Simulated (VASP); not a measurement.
## WS2: single point with PBE+D3(BJ)

System: WS2, a slab with vacuum.

```
S W
1.0
     3.15955    0.00000    0.00000
    -1.57977    2.73625    0.00000
     0.00000    0.00000   23.80426
S W
4 2
Direct
  0.33333 0.66667 0.18904
  0.33333 0.66667 0.32146
  0.66667 0.33333 0.46597
  0.66667 0.33333 0.59839
  0.66667 0.33333 0.25525
  0.33333 0.66667 0.53218
```

```yaml
Program: VASP 6.6.1
Task: single point
Functional: PBE
Dispersion: D3(BJ)
Potentials_or_basis: VASP PAW PBE potentials, release 64 (S, W_sv)
Cutoff: 400 eV
k_mesh: 9 × 9 × 1
Occupations: gaussian, width 0.05 eV
Spin: no spin polarisation
Dipole_correction: yes
Further_INCAR_settings: ALGO = Normal; EDIFF = 1e-06; NBANDS = 35; NELMDL = -8
```

The largest force is 0.074 eV/Å, the band gap on the k mesh is 1.76 eV (least direct gap 1.90 eV) and the dispersion energy per atom is -0.353 eV.

Forces in eV/Å, atoms in the order of the input:
```
S    0.000  0.000  0.005
S    0.000  0.000  0.074
S    0.000  0.000 -0.074
S    0.000  0.000 -0.005
W    0.000  0.000  0.046
W    0.000  0.000 -0.046
```

Levels at points of the mesh, in eV from the valence-band top:
```
           k point  band 24  band 25  band 26  band 27  band 28  band 29
(0.00, 0.00, 0.00)    -1.73    -0.47     0.00     2.77     2.77     2.77
```

Wall time 2.7 min on 1 thread of Intel Xeon 8259CL (shared host), peak memory 0.31 GiB.

Caveat: spin-orbit coupling is left out, which moves the levels of the heavy elements.
